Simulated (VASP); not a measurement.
The system is Zr3TiC4.

```
CELL_PARAMETERS angstrom
3.45117 0.00000 0.00000
0.00000 4.88069 0.00000
0.00000 0.00000 6.90233
ATOMIC_POSITIONS crystal
Zr 0.00000 0.50000 0.75000
Zr 0.50000 0.00000 0.00000
Zr 0.00000 0.50000 0.25000
Ti 0.50000 0.00000 0.50000
C 0.00000 0.00000 0.75000
C 0.50000 0.50000 0.00000
C 0.00000 0.00000 0.25000
C 0.50000 0.50000 0.50000
```

```yaml
Program: VASP 6.6.1
Task: relaxation of cell and atoms
Functional: PBE
Potentials_or_basis: VASP PAW PBE potentials, release 64 (Zr_sv, Ti_sv, C)
Cutoff: 600 eV
k_mesh: 6 × 4 × 4
Occupations: gaussian, width 0.1 eV
Spin: no spin polarisation
```

At the start: pressure -25.5 GPa; volume 14.53 Å³/atom.

Task: How do energy, volume and symmetry change on relaxing?

Result: Over 11 steps the energy falls by 203.3 meV/atom and the volume is 12.39 Å³/atom (-14.7 %); space group Pmmm (No. 47, to 0.1 Å) before and after.

The path:
```tsv
step	energy change (eV)	largest force (eV/Å)	pressure (GPa)	volume (Å³)
1	0.0000	0.5177	-25.47	116.26
2	1.4808	1.4103	65.36	81.56
3	-1.5557	0.8861	-1.40	99.98
4	-1.5596	0.9014	-0.04	99.37
5	-1.5596	0.9093	0.68	99.05
6	-1.6175	0.3526	0.73	98.87
7	-1.6220	0.2445	0.81	98.80
8	-1.6247	0.0560	-1.15	99.65
9	-1.6261	0.0545	-0.44	99.33
10	-1.6265	0.0543	0.25	99.02
11	-1.6267	0.0167	0.06	99.13
```

Final structure:
```
CELL_PARAMETERS angstrom
3.28120 0.00000 0.00000
0.00000 4.62443 0.00000
0.00000 0.00000 6.53301
ATOMIC_POSITIONS crystal
Zr 0.00000 0.50000 0.74589
Zr 0.50000 0.00000 0.00000
Zr 0.00000 0.50000 0.25411
Ti 0.50000 0.00000 0.50000
C 0.00000 0.00000 0.73892
C 0.50000 0.50000 0.00000
C 0.00000 0.00000 0.26108
C 0.50000 0.50000 0.50000
```
